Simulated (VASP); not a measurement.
# PbS: relaxation of shape and atoms at fixed volume with RPBE+D4

System: PbS, a slab with vacuum.

```
Pb S
1.0
     3.00043   -3.00304   -0.00011
     3.00043    3.00304   -0.00011
    -1.10249    0.00000   11.08172
Pb S
2 2
Cartesian
  3.9501 0.0000 6.9468
  0.9483 0.0000 4.1347
  0.9488 0.0000 6.8256
  3.9496 0.0000 4.2559
```

```json
{
 "Program": "VASP 6.6.1",
 "Task": "relaxation of shape and atoms at fixed volume",
 "Functional": "RPBE",
 "Dispersion": "D4",
 "Potentials or basis": "VASP PAW PBE potentials, release 64 (Pb_d, S)",
 "Cutoff": "500 eV",
 "k mesh": "6 × 6 × 2",
 "Occupations": "gaussian, width 0.05 eV",
 "Spin": "no spin polarisation",
 "Dipole correction": "no",
 "Further INCAR settings": "ALGO = Normal; EDIFF = 1e-07; IBRION = 2; EDIFFG = -0.02; NSW = 60; ISIF = 4"
}
```

```json
{
  "Energy gained by relaxing": "16.5 meV/atom",
  "Ionic steps": "15",
  "Largest force after relaxing": "0.004 eV/Å",
  "Band gap on the k mesh": "2.00 eV (least direct gap 2.03 eV)",
  "Dispersion energy per atom": "-0.553 eV"
}
```

Forces on the atoms (eV/Å):
```
Pb   0.000  0.000  0.000
Pb   0.000  0.000  0.000
S    0.000  0.000 -0.004
S    0.000  0.000  0.004
```

Step by step:
| step | energy change (eV) | largest force (eV/Å) | pressure (GPa) | volume (Å³) |
| --- | --- | --- | --- | --- |
| 1 | 0.0000 | 0.3536 | 1.88 | 199.70 |
| 2 | -0.0491 | 0.3755 | 1.23 | 199.70 |
| 3 | -0.0533 | 0.3335 | 0.67 | 199.70 |
| 4 | -0.0534 | 0.3244 | 0.54 | 199.70 |
| 5 | -0.0629 | 0.0920 | -0.13 | 199.70 |
| 6 | -0.0636 | 0.0348 | -0.36 | 199.70 |
| 7 | -0.0642 | 0.0505 | -0.18 | 199.70 |
| 8 | -0.0642 | 0.0498 | -0.18 | 199.70 |
| 9 | -0.0645 | 0.0405 | -0.16 | 199.70 |
| 10 | -0.0652 | 0.0411 | -0.07 | 199.70 |
| 11 | -0.0653 | 0.0840 | 0.09 | 199.70 |
| 12 | -0.0655 | 0.0594 | 0.00 | 199.70 |
| 13 | -0.0658 | 0.0381 | -0.04 | 199.70 |
| 14 | -0.0659 | 0.0252 | -0.07 | 199.70 |
| 15 | -0.0661 | 0.0038 | -0.12 | 199.70 |

Final structure:
```yaml
crystal:
  lattice:
    - [3.03300, -3.03171, -0.00006]
    - [3.03300, 3.03171, -0.00006]
    - [-1.11432, 0.00000, 10.85902]
  atoms:
    - { symbol: Pb, position: [0.77453, 0.77453, 0.63309] }
    - { symbol: Pb, position: [0.22547, 0.22547, 0.36691] }
    - { symbol: S, position: [0.27086, 0.27086, 0.61347] }
    - { symbol: S, position: [0.72915, 0.72915, 0.38653] }
```

Levels at points of the mesh, in eV from the valence-band top:
```tsv
k point	band 16	band 17	band 18	band 19	band 20	band 21	band 22	band 23	band 24
(0.00, 0.00, 0.00)	-2.18	-2.18	-1.07	-1.07	-0.03	2.33	3.54	5.25	5.26
(0.50, 0.00, 0.00)	-1.53	-0.83	-0.83	-0.09	-0.09	2.21	2.21	3.22	3.22
(0.50, 0.50, 0.00)	-3.71	-2.31	-2.31	-1.20	-1.20	4.31	4.35	5.06	5.08
(0.00, 0.00, 0.50)	-2.18	-2.18	-1.07	-1.07	-0.03	2.00	4.74	5.10	5.26
(0.50, 0.00, 0.50)	-1.53	-0.83	-0.83	-0.10	-0.09	2.20	2.21	3.22	3.22
(0.50, 0.50, 0.50)	-3.71	-2.31	-2.31	-1.20	-1.19	4.28	4.30	5.03	5.04
```

Wall time 28 min on 1 thread of Oxide Virtual Turin-like Processor, on a shared host, peak memory 0.31 GiB.

Caveat: there is no dipole correction, which matters where the two faces differ; the relaxation moved the vacuum too, so the length across it says nothing of the material; the PAW data sets were made with another functional, which shifts forces and pressure a little; spin-orbit coupling is left out, which moves the levels of the heavy elements.
